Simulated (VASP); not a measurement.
Here is a VASP 6.6.1 calculation.

Contents of INCAR:

```
  PREC = Accurate
  ENCUT = 600
  EDIFF = 1E-6
  ISMEAR = 0
  SIGMA = 0.1
  LREAL = F
  LASPH = T
  NELM = 60
  ALGO = Normal
  ISIF = 3
  LWAVE = F
  LCHARG = F
  GGA = PE
  IBRION = 2
  NSW = 100
  EDIFFG = -0.01
```

KPOINTS

```
Automatic mesh
0
Gamma
  8 8 8
```

Contents of POSCAR:

```
NaTa4F
1.0
    0.0000000000      3.9613859804      3.9613859804
    3.9613859804      0.0000000000      3.9613859804
    3.9613859804      3.9613859804      0.0000000000
Na Ta F
1 4 1
Direct
    0.2500000000      0.2500000000      0.2500000000
    0.6214560389      0.6214560389      0.6214560389
    0.6214560389      0.6214560389      0.1356318833
    0.6214560389      0.1356318833      0.6214560389
    0.1356318833      0.6214560389      0.6214560389
    0.0000000000      0.0000000000      0.0000000000
```

Potentials or basis: VASP PAW PBE potentials, release 64 (Na_pv, Ta_pv, F).

Launch:

```console
$ cat potpaw_PBE.64/Na_pv/POTCAR potpaw_PBE.64/Ta_pv/POTCAR potpaw_PBE.64/F/POTCAR > POTCAR
$ mpirun -np 1 vasp_std > vasp.out
```

(1) Predict the band gap on the k mesh.

(2) What does it give for the relaxed cell?

(3) Estimate the space group after relaxing (to 0.1 Å).

(4) What does it give for the relaxed volume?

## Answers

(1) zero (bands 29 and 30 overlap by 0.27 eV).

(2) a = 5.598 Å, b = 5.598 Å, c = 5.598 Å, α = 60.00°, β = 60.00°, γ = 60.00°.

(3) F-43m (No. 216).

(4) 20.67 Å³/atom.

Caveat: spin-orbit coupling is left out, which moves the levels of the heavy elements.
